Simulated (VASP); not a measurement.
Wanted: the native input for a VASP 6.6.1 run.

- Task: relaxation of cell and atoms
- Functional: PBE
- Potentials or basis: VASP PAW PBE potentials, release 64 (Pt, Cl)
- Cutoff: 600 eV
- k mesh: 12 × 12 × 12
- Occupations: gaussian, width 0.1 eV
- Spin: no spin polarisation
- Dipole correction: no
- Further INCAR settings: ALGO = Normal; EDIFF = 1e-06; IBRION = 2; EDIFFG = -0.01; NSW = 100; ISIF = 3

The structure of Pt3Cl lies in POSCAR:

```
Pt3Cl
1.0
    4.0352477236      0.0000000000      0.0000000000
    0.0000000000      4.0352477236      0.0000000000
    0.0000000000      0.0000000000      4.0352477236
Pt Cl
3 1
Direct
    0.0000000000      0.5000000000      0.5000000000
    0.5000000000      0.0000000000      0.5000000000
    0.5000000000      0.5000000000      0.0000000000
    0.0000000000      0.0000000000      0.0000000000
```

These files were run (other wordings do the same):

INCAR

```
SYSTEM = Pt3Cl
PREC     = Accurate       ! precision mode
ENCUT    = 600            ! plane-wave cutoff, eV
EDIFF    = 1E-6           ! SCF threshold, eV
ISMEAR   = 0              ! smearing method
SIGMA    = 0.1            ! smearing width, eV
LREAL    = .False.        ! projectors in reciprocal space
LASPH    = .True.         ! aspherical terms in the spheres
NELM     = 80             ! most SCF steps
ALGO     = Normal         ! electronic algorithm
ISIF     = 3              ! what is computed and relaxed
LWAVE    = .False.        ! write WAVECAR
LCHARG   = .False.        ! write CHGCAR
GGA      = PE             ! functional
IBRION   = 2              ! ionic algorithm
NSW      = 100            ! ionic steps
EDIFFG   = -0.01          ! ionic threshold
```

KPOINTS

```
regular mesh
0
Gamma
  12 12 12
  0 0 0
```

Potentials or basis: VASP PAW PBE potentials, release 64 (Pt, Cl).

The run is started by

```console
$ cat potpaw_PBE.64/Pt/POTCAR potpaw_PBE.64/Cl/POTCAR > POTCAR
$ mpirun -np 1 vasp_std > vasp.out
```

It gave:

The relaxed volume is 16.39 Å³/atom, the relaxed cell is a = 4.033 Å, b = 4.033 Å, c = 4.033 Å, α = 90.00°, β = 90.00°, γ = 90.00° and the space group after relaxing (to 0.1 Å) is Pm-3m (No. 221). The energy gained by relaxing is 0.0 meV/atom, the ionic steps are 3 and the pressure after relaxing is 0.0 GPa. The band gap on the k mesh is zero (an odd number of electrons rules out a gap without spin polarisation).

Caveat: spin-orbit coupling is left out, which moves the levels of the heavy elements.

It took 4.1 min on 1 thread of Oxide Virtual Turin-like Processor (shared host), peak memory 0.25 GiB.
